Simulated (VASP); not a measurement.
Here is a VASP 6.6.1 calculation.

Contents of POSCAR:

```
Si
1.0
    2.4895156742      0.0000000000      0.0000000000
   -1.2447578371      2.1559838169      0.0000000000
    0.0000000000      0.0000000000      2.3430366705
Si
1
Direct
    0.0000000000      0.0000000000      0.0000000000
```

File INCAR.step1:

```
SYSTEM = Si
PREC     = Accurate       ! precision mode
ENCUT    = 520            ! plane-wave cutoff, eV
ISMEAR   = 0              ! smearing method
SIGMA    = 0.15           ! smearing width, eV
LREAL    = .FALSE.        ! projectors in reciprocal space
LASPH    = .TRUE.         ! aspherical terms in the spheres
NELM     = 100            ! most SCF steps
NBANDS   = 8              ! bands
GGA      = PE             ! functional
ALGO     = Normal         ! electronic algorithm
EDIFF    = 1E-4           ! SCF threshold, eV
LWAVE    = .TRUE.         ! write WAVECAR
LCHARG   = .FALSE.        ! write CHGCAR
```

INCAR.step2

```
SYSTEM = Si
PREC     = Accurate       ! precision mode
ENCUT    = 520            ! plane-wave cutoff, eV
EDIFF    = 1E-6           ! SCF threshold, eV
ISMEAR   = 0              ! smearing method
SIGMA    = 0.15           ! smearing width, eV
LREAL    = .FALSE.        ! projectors in reciprocal space
LASPH    = .TRUE.         ! aspherical terms in the spheres
NELM     = 100            ! most SCF steps
ALGO     = Normal         ! electronic algorithm
ISIF     = 2              ! what is computed and relaxed
LWAVE    = .FALSE.        ! write WAVECAR
LCHARG   = .FALSE.        ! write CHGCAR
METAGGA  = R2SCAN         ! meta-GGA
LMIXTAU  = .TRUE.       
NBANDS   = 8              ! bands
ISTART   = 1
```

Contents of KPOINTS:

```
Automatic mesh
0
G
  21 21 20
  0 0 0
```

Potentials or basis: VASP PAW PBE potentials, release 64 (Si).

Command:

```console
$ cat potpaw_PBE.64/Si/POTCAR > POTCAR
$ cp INCAR.step1 INCAR
$ mpirun -np 1 vasp_std > vasp.out
$ cp INCAR.step2 INCAR
$ mpirun -np 1 vasp_std > vasp.out
```

**Question.** Predict the pressure.

**Answer.** 28.2 GPa.

**Question.** What does it give for the band gap on the k mesh?

**Answer.** Zero (bands 2 and 3 overlap by 13.70 eV).

Stress tensor (GPa, compression positive):
```
27.39  0.00  0.00
 0.00 27.39  0.00
 0.00  0.00 29.78
```

Caveat: the cell differs from its parent crystal (strain -0.050 along x and y, -0.050 along z); the cell stands under pressure; the PAW data sets were made with another functional, which shifts forces and pressure a little.
